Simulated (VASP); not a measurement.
## BSe: single point with PBE

BSe:

```
B Se
1.0
     1.65978    0.95827    2.71072
    -1.65978    0.95827    2.71072
     0.00000   -1.91655    2.71072
B Se
1 1
Direct
  0.00000 0.00000 0.00000
  0.50000 0.50000 0.50000
```

```yaml
Program: VASP 6.6.1
Task: single point
Functional: PBE
Potentials_or_basis: VASP PAW PBE potentials, release 64 (B, Se)
Cutoff: 500 eV
k_mesh: 6 × 6 × 6
Occupations: gaussian, width 0.1 eV
Spin: no spin polarisation
```

```
Pressure               : 0.1 GPa
Band gap on the k mesh : zero (an odd number of electrons rules out a gap without spin polarisation)
```

Levels at points of the mesh, in eV from the Fermi level:
```tsv
k point	band 1	band 2	band 3	band 4	band 5	band 6	band 7	band 8
(0.00, 0.00, 0.00)	-17.13	-1.46	-1.46	-1.46	0.48	5.88	5.88	5.88
(0.50, 0.00, 0.00)	-14.36	-9.98	-0.89	-0.89	0.77	0.77	2.18	4.26
(0.50, 0.50, 0.00)	-13.34	-8.31	-4.67	-4.67	-4.41	3.49	8.45	8.45
(0.50, 0.50, 0.50)	-14.36	-9.98	-0.89	-0.89	0.77	0.77	2.18	4.26
```

Wall time 6.2 s on 1 thread of AMD EPYC 7R13 Processor (Zen 3) (shared host), peak memory 0.11 GiB.

Caveat: the k points lie up to 0.39 Å⁻¹ apart, too coarse for converged energies and pressures of a metal.
